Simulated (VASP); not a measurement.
# Tc (Im-3m) in VASP: single point with PBEsol

Aim: the single point of Tc with PBEsol.

Everything below comes from runs of VASP 6.6.1. Logs are shortened: lines on timing, memory, paths and dates and some standing lists are left out, and cuts for length are marked.

## Step 1: The cell of the first run

It takes space group Im-3m (No. 229, cubic). Conventional cell: a = 3.051 Å, b = 3.051 Å, c = 3.051 Å, α = 90.00°, β = 90.00°, γ = 90.00°. Within 3.5 Å of Tc (site symmetry m-3m) lie 14 Tc at 2.64 to 3.05 Å.

## Step 2: Single point, PBEsol

INCAR reads:

```
PREC = Accurate ; ENCUT = 520
EDIFF = 1E-6 ; ISMEAR = -1
SIGMA = 0.13605693000000002 ; LREAL = False
LASPH = True ; NELM = 80
ALGO = Normal ; ISIF = 2
LWAVE = False ; LCHARG = False
GGA = PS ; NBANDS = 12
```

KPOINTS reads:

```
regular mesh
0
Gamma
  15 15 15
```

POSCAR reads:

```
Tc
1.0
   -1.5256335270      1.5256335270      1.5256335270
    1.5256335270     -1.5256335270      1.5256335270
    1.5256335270      1.5256335270     -1.5256335270
Tc
1
Direct
    0.0000000000      0.0000000000      0.0000000000
```

Potentials or basis: VASP PAW PBE potentials, release 64 (Tc_pv).

Launch:

```sh
> cat potpaw_PBE.64/Tc_pv/POTCAR > POTCAR
> mpirun -np 1 vasp_std > vasp.out
```

OUTCAR:

```text
PREC = Accurate
   ENCUT = 520
   EDIFF = 1E-6
   ISMEAR = -1
   LREAL = False
   LASPH = True
   NELM = 80
   ISIF = 2
   GGA = PS

 ion  position               nearest neighbor table
   1  0.000  0.000  0.000-

  LATTYP: Found a body centered cubic cell.
 ALAT       =     3.0512670540

  Lattice vectors:

 A1 = (  -1.5256335270,   1.5256335270,   1.5256335270)
 A2 = (   1.5256335270,  -1.5256335270,   1.5256335270)
 A3 = (   1.5256335270,   1.5256335270,  -1.5256335270)

Analysis of symmetry for initial positions (statically):
=====================================================================
 Subroutine PRICEL returns:
 Original cell was already a primitive cell.

 Routine SETGRP: Setting up the symmetry group for a
 body centered cubic supercell.

 Subroutine GETGRP returns: Found 48 space group operations
 (whereof 48 operations were pure point group operations)
 out of a pool of 48 trial point group operations.

The static configuration has the point symmetry O_h .

Analysis of symmetry for dynamics (positions and initial velocities):
=====================================================================
 Subroutine PRICEL returns:
 Original cell was already a primitive cell.

 Routine SETGRP: Setting up the symmetry group for a
 body centered cubic supercell.

 Subroutine GETGRP returns: Found 48 space group operations
 (whereof 48 operations were pure point group operations)
 out of a pool of 48 trial point group operations.

The dynamic configuration has the point symmetry O_h .

 Subroutine INISYM returns: Found 48 space group operations
 (whereof 48 operations are pure point group operations),
 and found     1 'primitive' translations

----------------------------------------------------------------------------------------

                                     Primitive cell

  volume of cell :      14.2040

  direct lattice vectors                    reciprocal lattice vectors
    -1.525633527  1.525633527  1.525633527     0.000000000  0.327732703  0.327732703
     1.525633527 -1.525633527  1.525633527     0.327732703  0.000000000  0.327732703
     1.525633527  1.525633527 -1.525633527     0.327732703  0.327732703  0.000000000

  length of vectors
     2.642474782  2.642474782  2.642474782     0.463484034  0.463484034  0.463484034

  position of ions in fractional coordinates (direct lattice)
     0.000000000  0.000000000  0.000000000

  ion indices of the primitive-cell ions
   primitive index   ion index
                 1           1

----------------------------------------------------------------------------------------

 KPOINTS: regular mesh

Automatic generation of k-mesh.
 Grid dimensions read from file:
 generate k-points for:   15   15   15

 Generating k-lattice:

  Cartesian coordinates                     Fractional coordinates (reciprocal lattice)
     0.000000000  0.021848847  0.021848847     0.066666667  0.000000000  0.000000000
     0.021848847  0.000000000  0.021848847     0.000000000  0.066666667  0.000000000
     0.021848847  0.021848847  0.000000000     0.000000000  0.000000000  0.066666667

  Length of vectors
     0.030898936  0.030898936  0.030898936

  Shift w.r.t. Gamma in fractional coordinates (k-lattice)
     0.000000000  0.000000000  0.000000000

 Subroutine IBZKPT returns following result:
 ===========================================

 Found    120 irreducible k-points:

 Following reciprocal coordinates:
            Coordinates               Weight
  0.000000  0.000000  0.000000      1.000000
  0.066667  0.000000  0.000000     12.000000
  0.133333  0.000000  0.000000     12.000000
  0.200000  0.000000  0.000000     12.000000
  0.266667  0.000000  0.000000     12.000000
  0.333333  0.000000  0.000000     12.000000
[... 16 lines left out ...]
  0.333333  0.200000 -0.000000     48.000000
  0.400000  0.200000 -0.000000     24.000000
 [... further k-points ...]
   k-points           NKPTS =    120   k-points in BZ     NKDIM =    120   number of bands    NBANDS=     12
   number of dos      NEDOS =    301   number of ions     NIONS =      1
   total plane-waves  NPLWV =   8000
   dimension x,y,z NGX =    20 NGY =   20 NGZ =   20
   dimension x,y,z NGXF=    40 NGYF=   40 NGZF=   40
   ions per type =               1
   NGX,Y,Z   is equivalent  to a cutoff of  12.58, 12.58, 12.58 a.u.
   NGXF,Y,Z  is equivalent  to a cutoff of  25.17, 25.17, 25.17 a.u.
 SYSTEM =  unknown system
   PREC   = accura    normal or accurate (medium, high low for compatibility)
   ISTART =      0    job   : 0-new  1-cont  2-samecut
   ICHARG =      2    charge: 1-file 2-atom 10-const
   ISPIN  =      1    spin polarized calculation?
   LNONCOLLINEAR =      F non collinear calculations
   LSORBIT =      F    spin-orbit coupling
   LASPH  =      T    aspherical Exc in radial PAW
   ENCUT  =  520.0 eV  38.22 Ry    6.18 a.u.   4.91  4.91  4.91*2*pi/ulx,y,z
   NELM   =     80;   NELMIN=  2; NELMDL= -5     # of ELM steps
   EDIFF  = 0.1E-05   stopping-criterion for ELM
   LREAL  =      F    real-space projection
   EDIFFG = 0.1E-04   stopping-criterion for IOM
   NSW    =      0    number of steps for IOM
   IBRION =     -1    ionic relax: 0-MD 1-quasi-New 2-CG
   NFREE  =      0    steps in history (QN), initial steepest desc. (CG)
   ISIF   =      2    stress and relaxation
   ISYM   =      2    0-nonsym 1-usesym 2-fastsym
   POTIM  = 0.5000    time-step for ionic-motion
   TEBEG  =    0.0;   TEEND  =   0.0 temperature during run
   PSTRESS=    0.0 pullay stress
   NELECT =      13.0000    total number of electrons
   NUPDOWN=      -1.0000    fix difference up-down
   EMIN   =  10.00;   EMAX   =-10.00  energy-range for DOS
   EFERMI =   0.00;   METHOD = LEGACY
   ISMEAR =    -1;   SIGMA  =   0.14  broadening in eV -4-tet -1-fermi 0-gaus
   EFERMI_NEDOS =   21; number of points for ismear=-14 and -15
   IALGO  =     38    algorithm
   IMIX   =      4    mixing-type and parameters
     AMIX     =   0.40;   BMIX     =  1.00
     AMIX_MAG =   1.60;   BMIX_MAG =  1.00
  volume/ion in A,a.u.               =      14.20        95.85
  Fermi-wavevector in a.u.,A,eV,Ry     =   1.589470  3.003663 34.373971  2.526416
  Thomas-Fermi vector in A             =   2.688315
   LORBIT       =      0    0 simple, 1 ext, 2 COOP (PROOUT), +10 PAW based schemes
   GGA     = PS    functional components
   LHFCALC =     F    Hartree Fock is set to
   AEXX    =    0.0000 exact exchange contribution
   IVDW    =     0    specifies the selected vdW correction
   LEPSILON=     F    determine dielectric tensor
   LRPA    =     F    only Hartree local field effects (RPA)
 non-spin polarized calculation
  energy-cutoff  :      520.00
  volume of cell :       14.20
 maximum number of plane-waves:       394
   NGX =  9   NGY =  9   NGZ =  9

 number of electron      13.0000005 magnetization

 Free energy of the ion-electron system (eV)
  ---------------------------------------------------
  ext. energy  EPLUGINS =         0.00000000
  ---------------------------------------------------
  free energy    TOTEN  =       -11.03635386 eV

  energy without entropy =      -10.95002854  energy(sigma->0) =      -10.99319120

 E-fermi :  13.2930     XC(G=0): -13.9924

 val. band max:       13.2919106481   @ k =  -0.4000  -0.4667   0.0667
 cond. band min:      13.3066717406   @ k =  -0.4000   0.4000   0.3333
 fundamental gap:      0.0147610925
 Fermi energy:        13.2930290718

 k-point     1 :       0.0000    0.0000    0.0000
  band No.  band energies     occupation
      1     -25.4645      2.00000
      2     -25.4645      2.00000
      3     -25.4645      2.00000
      4       5.2307      2.00000
      5      10.8546      2.00000
      6      10.8546      2.00000
      7      10.8546      2.00000
      8      13.8394      0.03543
      9      13.8394      0.03543
     10      29.1019      0.00000
     11      29.1019      0.00000
     12      29.1019      0.00000

 k-point     2 :       0.0667    0.0000    0.0000
  band No.  band energies     occupation
      1     -25.5256      2.00000
      2     -25.4835      2.00000
      3     -25.4649      2.00000
      4       5.4344      2.00000
      5      10.7490      2.00000
      6      10.8419      2.00000
      7      11.0398      2.00000
      8      13.6923      0.10095
      9      13.8441      0.03424
     10      29.2373      0.00000
     11      29.4338      0.00000
     12      29.4354      0.00000

 k-point     3 :       0.1333    0.0000    0.0000
  band No.  band energies     occupation
      1     -25.6962      2.00000
      2     -25.5368      2.00000
      3     -25.4659      2.00000
      4       6.0001      2.00000
      5      10.4631      2.00000
      6      10.7792      2.00000
      7      11.5836      1.99999
      8      13.4049      0.61066
      9      13.8665      0.02911
     10      29.4945      0.00000
     11      30.1379      0.00000
     12      30.3982      0.00000
[... 286 lines left out ...]
 k-point    23 :       0.3333    0.2000   -0.0000
  band No.  band energies     occupation
      1     -26.6059      2.00000
      2     -26.0430      2.00000
      3     -25.5970      2.00000
      4       8.0985      2.00000
      5       9.2513      2.00000
      6      11.2777      2.00000
      7      13.6738      0.11476
      8      14.7775      0.00004
      9      19.3055      0.00000
     10      24.5194      0.00000
     11      26.6785      0.00000
     12      30.3537      0.00000

 k-point    24 :       0.4000    0.2000   -0.0000
  band No.  band energies     occupation
      1     -26.6273      2.00000
      2     -26.0792      2.00000
      3     -25.5996      2.00000
      4       8.0293      2.00000
      5       9.2248      2.00000
      6      11.4702      2.00000
      7      13.7595      0.06283
      8      14.9027      0.00001
      9      20.0824      0.00000
     10      23.7083      0.00000
     11      26.2800      0.00000
     12      30.1475      0.00000

 [... further k-points ...]
[... 5 lines left out ...]
  --------------------------------------------------------------------------------------
  -------------------------------------------------------------------------------------
  Total       -0.0574041     -0.0574041     -0.0574041     -0.0000000     -0.0000000      0.0000000
  in kB       -6.4750458     -6.4750458     -6.4750458     -0.0000000     -0.0000000      0.0000000
  external PRESSURE =      -6.4750458 kB  Pullay stress =       0.0000000 kB

 VOLUME and BASIS-vectors are now :
 -----------------------------------------------------------------------------
  energy-cutoff  :      520.00
  volume of cell :       14.20
      direct lattice vectors                 reciprocal lattice vectors
    -1.525633527  1.525633527  1.525633527     0.000000000  0.327732703  0.327732703
     1.525633527 -1.525633527  1.525633527     0.327732703  0.000000000  0.327732703
     1.525633527  1.525633527 -1.525633527     0.327732703  0.327732703  0.000000000

 POSITION                                       TOTAL-FORCE (eV/Angst)
 -----------------------------------------------------------------------------------
      0.00000      0.00000      0.00000        -0.000000      0.000000     -0.000000
 -----------------------------------------------------------------------------------
    total drift:                                0.000000     -0.000000      0.000000

  FREE ENERGIE OF THE ION-ELECTRON SYSTEM (eV)
  ---------------------------------------------------
  free  energy   TOTEN  =       -11.0363538566 eV

  energy  without entropy=      -10.9500285351  energy(sigma->0) =      -10.99319120
```

It took 12 s on 1 thread of Intel Xeon Platinum 8259CL at 2.50GHz (Skylake/Cascade Lake), shared host; peak memory 0.14 GiB.

Results:

- Free energy: -11.0364 eV
- Pressure: -0.6 GPa

Caveat: the PAW data sets were made with another functional, which shifts forces and pressure a little.
